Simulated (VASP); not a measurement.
# Fe (Fmmm) in VASP: further runs, part 2 of 2

VASP 6.6.1. The steps go on from the part before.

## 5. Single point, PBE, collinear spin, ferromagnetic start (11.32 Å³/atom)

This run uses another cell than the first one, of 11.32 Å³/atom.

INCAR reads:

```
PREC     = Accurate       # precision mode
ENCUT    = 520            # plane-wave cutoff, eV
EDIFF    = 1E-7           # SCF threshold, eV
ISMEAR   = -1             # smearing method
SIGMA    = 0.05           # smearing width, eV
LREAL    = False          # projectors in reciprocal space
LASPH    = True           # aspherical terms in the spheres
NELM     = 150            # most SCF steps
ALGO     = Normal         # electronic algorithm
ISIF     = 2              # what is computed and relaxed
LWAVE    = False          # write WAVECAR
LCHARG   = True           # write CHGCAR
ISPIN    = 2              # spin polarisation
MAGMOM   = 3              # initial moments
LORBIT   = 11             # projections on sites
LMAXMIX  = 4              # l up to which the mixer works
GGA      = PE             # functional
LELF     = True           # ELF
LVHAR    = True         
NBANDS   = 14             # bands
```

KPOINTS reads:

```
Automatic mesh
0
Gamma
  16 16 16
```

POSCAR reads:

```
Fe
1.0
    0.0000000000      1.9352455294      1.9585328551
    1.4934281684      0.0000000000      1.9585328551
    1.4934281684      1.9352455294      0.0000000000
Fe
1
Direct
    0.0000000000      0.0000000000      0.0000000000
```

Run with:

```sh
$ cat potpaw_PBE.64/Fe/POTCAR > POTCAR
$ mpirun -np 1 vasp_std > vasp.out
```

Wall time 4 min (1 thread of Intel Xeon 8259CL, shared host); peak memory 0.26 GiB.

It converged, with:

| Item | Value |
| --- | --- |
| Free energy | -8.2264 eV |
| Pressure | 1.4 GPa |
| Net moment | 2.21 μB per cell |
| Site moments | Fe +2.20 μB |
| Valence electrons inside the program's atomic spheres | Fe 7.28 |

Stress tensor (GPa, compression positive):
```
-4.15  0.00  0.00
 0.00  5.10  0.00
 0.00  0.00  3.37
```

Levels at points of the mesh, in eV from the Fermi level:
Spin up:
```
           k point  band 1  band 2  band 3  band 4  band 5  band 6  band 7  band 8  band 9  band 10
(0.00, 0.00, 0.00)   -8.48   -2.48   -2.38   -2.06   -1.35   -0.96   23.95   25.43   25.70    29.68
(0.50, 0.00, 0.00)   -4.94   -3.22   -1.40   -0.80    0.30    0.31    7.12   18.99   21.20    24.17
(0.50, 0.50, 0.00)   -5.00   -3.77   -0.76   -0.70    0.40    0.86    7.82   17.39   18.75    22.53
(0.50, 0.00, 0.50)   -5.00   -3.75   -0.79   -0.75    0.47    1.08    8.09   17.16   18.51    22.31
(0.00, 0.50, 0.50)   -4.98   -4.78   -0.03    0.11    0.22    7.94   11.01   11.02   14.55    16.56
```
Spin down:
| k point | band 1 | band 2 | band 3 | band 4 | band 5 | band 6 | band 7 |
| --- | --- | --- | --- | --- | --- | --- | --- |
| (0.00, 0.00, 0.00) | -8.30 | -0.64 | -0.49 | 0.02 | 1.29 | 1.91 | 23.67 |
| (0.50, 0.00, 0.00) | -3.69 | -1.43 | 0.41 | 1.17 | 1.95 | 2.57 | 8.50 |
| (0.50, 0.50, 0.00) | -3.65 | -2.16 | 0.99 | 1.94 | 2.08 | 2.61 | 9.20 |
| (0.50, 0.00, 0.50) | -3.63 | -2.10 | 1.22 | 1.88 | 2.02 | 2.63 | 9.46 |
| (0.00, 0.50, 0.50) | -3.16 | -2.96 | 2.28 | 2.29 | 2.35 | 8.20 | 11.30 |

Caveat: the stress differs along the axes, from -4 to 5 GPa.

## 6. Single point, PBE, collinear spin, ferromagnetic start (equal xx and yy strain of +2 %)

INCAR reads:

```
SYSTEM = Fe
  PREC = Accurate
  ENCUT = 520
  EDIFF = 1E-6
  ISMEAR = -1
  SIGMA = 0.05
  LREAL = .False.
  LASPH = .True.
  NELM = 150
  ALGO = Normal
  ISIF = 2
  LWAVE = .False.
  LCHARG = .True.
  ISPIN = 2
  MAGMOM = 3
  LORBIT = 11
  LMAXMIX = 4
  GGA = PE
  LELF = .True.
  LVHAR = .True.
  NBANDS = 14
```

KPOINTS reads:

```
Automatic mesh
0
Gamma
  16 16 16
  0 0 0
```

POSCAR reads:

```
Fe
1.0
    0.0000000000      1.9805744844      1.9651051623
    1.5284085041      0.0000000000      1.9651051623
    1.5284085041      1.9805744844      0.0000000000
Fe
1
Direct
    0.0000000000      0.0000000000      0.0000000000
```

Potentials or basis: VASP PAW PBE potentials, release 64 (Fe).

Run with:

```sh
$ cat potpaw_PBE.64/Fe/POTCAR > POTCAR
$ mpirun -np 1 vasp_std > vasp.out
```

Wall time 2.9 min (1 thread of Intel Xeon Platinum 8259CL at 2.50GHz (Skylake/Cascade Lake), shared host); peak memory 0.27 GiB.

The run converged. Its results:

| Item | Value |
| --- | --- |
| Free energy | -8.2129 eV |
| Pressure | -6.4 GPa |
| Net moment | 2.32 μB per cell |
| Site moments | Fe +2.32 μB |
| Valence electrons inside the program's atomic spheres | Fe 7.18 |

Stress tensor (GPa, compression positive):
```
-11.53   0.00   0.00
  0.00  -4.24   0.00
  0.00   0.00  -3.44
```

Levels at points of the mesh, in eV from the Fermi level:
Spin up:
| k point | band 2 | band 3 | band 4 | band 5 | band 6 | band 7 | band 8 | band 9 |
| --- | --- | --- | --- | --- | --- | --- | --- | --- |
| (0.00, 0.00, 0.00) | -2.35 | -2.30 | -1.95 | -1.34 | -0.94 | 23.41 | 25.04 | 25.19 |
| (0.50, 0.00, 0.00) | -3.03 | -1.41 | -0.79 | 0.20 | 0.33 | 6.67 | 18.69 | 20.51 |
| (0.50, 0.50, 0.00) | -3.57 | -0.77 | -0.73 | 0.36 | 1.12 | 7.68 | 16.68 | 17.70 |
| (0.50, 0.00, 0.50) | -3.58 | -0.75 | -0.70 | 0.31 | 0.97 | 7.51 | 16.82 | 17.85 |
| (0.00, 0.50, 0.50) | -4.48 | -0.12 | 0.06 | 0.13 | 7.46 | 10.79 | 10.79 | 13.91 |
Spin down:
| k point | band 1 | band 2 | band 3 | band 4 | band 5 | band 6 | band 7 | band 8 |
| --- | --- | --- | --- | --- | --- | --- | --- | --- |
| (0.00, 0.00, 0.00) | -7.99 | -0.39 | -0.30 | 0.27 | 1.36 | 2.01 | 23.12 | 24.84 |
| (0.50, 0.00, 0.00) | -3.36 | -1.11 | 0.43 | 1.25 | 2.04 | 2.60 | 8.12 | 18.67 |
| (0.50, 0.50, 0.00) | -3.27 | -1.83 | 1.25 | 2.01 | 2.11 | 2.66 | 9.10 | 16.83 |
| (0.50, 0.00, 0.50) | -3.29 | -1.87 | 1.10 | 2.05 | 2.15 | 2.65 | 8.94 | 16.99 |
| (0.00, 0.50, 0.50) | -2.79 | -2.59 | 2.34 | 2.36 | 2.39 | 7.72 | 11.09 | 11.09 |

Caveat: the cell differs from its parent crystal (equal xx and yy strain of +2 %); the stress differs along the axes, from -12 to -3 GPa.

## 7. Overview

| cell | gap on the mesh (eV) | pressure (GPa) | moment (μB) |
| --- | --- | --- | --- |
| a = 2.707, b = 2.421, c = 2.403 Å, angles 68.3, 56.2, 55.6°, 1 atom | none | 12.1 | 2.09 |
| a = 2.725, b = 2.438, c = 2.420 Å, angles 68.3, 56.2, 55.6°, 1 atom | none | 7.6 | 2.14 |
| a = 2.744, b = 2.455, c = 2.436 Å, angles 68.3, 56.2, 55.6°, 1 atom | none | 3.1 | 2.19 |
| a = 2.753, b = 2.463, c = 2.444 Å, angles 68.3, 56.2, 55.6°, 1 atom | none | 1.4 | 2.21 |
| a = 2.790, b = 2.490, c = 2.502 Å, angles 68.0, 55.8, 56.2°, 1 atom | none | -6.4 | 2.32 |

Alike in all rows: task single point; level PBE; potentials or basis VASP PAW PBE potentials, release 64 (Fe); spin collinear, ferromagnetic start; k mesh 16 × 16 × 16; cutoff (eV) 520; smearing fermi-dirac 0.05 eV.

Caveats: the stress differs along the axes, from 5 to 17 GPa (at least some runs); the stress differs along the axes, from 1 to 12 GPa (at least some runs); the stress differs along the axes, from -3 to 7 GPa (at least some runs); the stress differs along the axes, from -4 to 5 GPa (at least some runs); the stress differs along the axes, from -12 to -3 GPa (at least some runs).

Absolute energies hang on the potentials; compare differences alone.
